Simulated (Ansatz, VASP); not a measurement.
## One calculation of Ni, two programs

File INCAR:

```
PREC = Accurate
ENCUT = 520
EDIFF = 1E-6
ISMEAR = 0
SIGMA = 0.15
LREAL = False
LASPH = True
NELM = 150
ALGO = Normal
ISIF = 2
LWAVE = False
LCHARG = False
ISPIN = 2
MAGMOM = 0.81
LORBIT = 11
LMAXMIX = 4
GGA = PS
NBANDS = 15
```

KPOINTS

```
Automatic mesh
0
Gamma
  26 26 26
```

File POSCAR:

```
Ni
1.0
    0.0000000000      1.8663668121      1.5864117902
    1.8663668121      0.0000000000      1.5864117902
    1.8663668121      1.8663668121      0.0000000000
Ni
1
Direct
    0.0000000000      0.0000000000      0.0000000000
```

Input for Ansatz:

```yaml
crystal:
  lattice:
    - [0.0, 1.8663668121, 1.5864117902]
    - [1.8663668121, 0.0, 1.5864117902]
    - [1.8663668121, 1.8663668121, 0.0]
  atoms:
    - { symbol: Ni, position: [0.0, 0.0, 0.0], spin: 0.81 }
basis:
  ecutwfc: 420
kpoints:
  mp_grid: { grid: [26, 26, 26] }
hamiltonian:
  xc: pbesol
scf:
  occupations: { method: gaussian, width: 0.15 }
output:
  forces: true
  stress: true
  eigenvalues: true
  populations: true
magnetization:
  spin_polarized: true
```

Alike in both runs: task single point; functional PBEsol; k mesh 26 × 26 × 26; occupations gaussian, width 0.15 eV; collinear spin.

|  | VASP | Ansatz |
| --- | --- | --- |
| version | VASP 6.6.1 | Ansatz 0.2.0 |
| potentials or method | VASP PAW PBE potentials, release 64 (Ni), cutoff 520 eV | scalar-relativistic, plane waves, PAW |
| valence electrons in the cell | 10 | 18 |

Ansatz gave:

```
gap on the k mesh at the Fermi level (eV)                     : none
pressure (GPa)                                                : -11.3
traceless stress, the component that is largest in VASP (GPa) : 6.43
net moment per atom (μB)                                      : 0.61
size of the moment on the site where the two differ most (μB) : 0.65
```

Which values does VASP return?

gap on the k mesh at the Fermi level (eV): none; pressure (GPa): -11.3; traceless stress, the component that is largest in VASP (GPa): 6.14; net moment per atom (μB): 0.60; size of the moment on the site where the two differ most (μB): 0.61.

VASP's potentials were made for PBE, not for PBEsol. Site moments also hang on the region over which each program counts them. A gap of «none» marks a metal or a gap that the smearing closes. VASP's potentials hold 10 valence electrons a cell and Ansatz's 18, so a difference there can come from the potentials and not from the codes.
